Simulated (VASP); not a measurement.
Write the native input for VASP 6.6.1 that does the following.

* Task: relaxation of cell and atoms
* Functional: revPBE
* Potentials or basis: VASP PAW PBE potentials, release 64 (Cu)
* Cutoff: 600 eV
* k mesh: 13 × 13 × 13
* Occupations: fermi-dirac, width 0.1 eV
* Spin: no spin polarisation
* Dipole correction: no
* Further INCAR settings: ALGO = Normal; EDIFF = 1e-06; IBRION = 2; EDIFFG = -0.01; NSW = 80; ISIF = 3

The structure of Cu lies in POSCAR:

```
Cu
1.0
    2.3364585681      0.0000000000      0.0000000000
    0.0000000000      2.3364585681      0.0000000000
    0.0000000000      0.0000000000      2.3364585681
Cu
1
Direct
    0.0000000000      0.0000000000      0.0000000000
```

The input as run:

INCAR

```
SYSTEM = Cu
PREC = Accurate ; ENCUT = 600
EDIFF = 1E-6 ; ISMEAR = -1
SIGMA = 0.1 ; LREAL = .False.
LASPH = .True. ; NELM = 60
ALGO = Normal ; ISIF = 3
LWAVE = .False. ; LCHARG = .False.
GGA = RE ; IBRION = 2
NSW = 80 ; EDIFFG = -0.01
```

KPOINTS

```
Automatic mesh
0
Gamma
  13 13 13
  0 0 0
```

Potentials or basis: VASP PAW PBE potentials, release 64 (Cu).

Launch:

```console
$ cat potpaw_PBE.64/Cu/POTCAR > POTCAR
$ mpirun -np 1 vasp_std > vasp.out
```

Results of the run:

The relaxed volume is 14.39 Å³/atom. The relaxed cell is a = 2.432 Å, b = 2.432 Å, c = 2.432 Å, α = 90.00°, β = 90.00°, γ = 90.00°, the space group after relaxing (to 0.05 Å) is Pm-3m (No. 221) and the energy gained by relaxing is 68.7 meV/atom. The ionic steps are 3 and the pressure after relaxing is 0.0 GPa.

Caveat: the PAW data sets were made with another functional, which shifts forces and pressure a little.

Run time: 14 s on 1 thread of Intel(R) Xeon(R) Platinum 8488C (Sapphire Rapids), with other jobs on the host, peak memory 0.13 GiB.
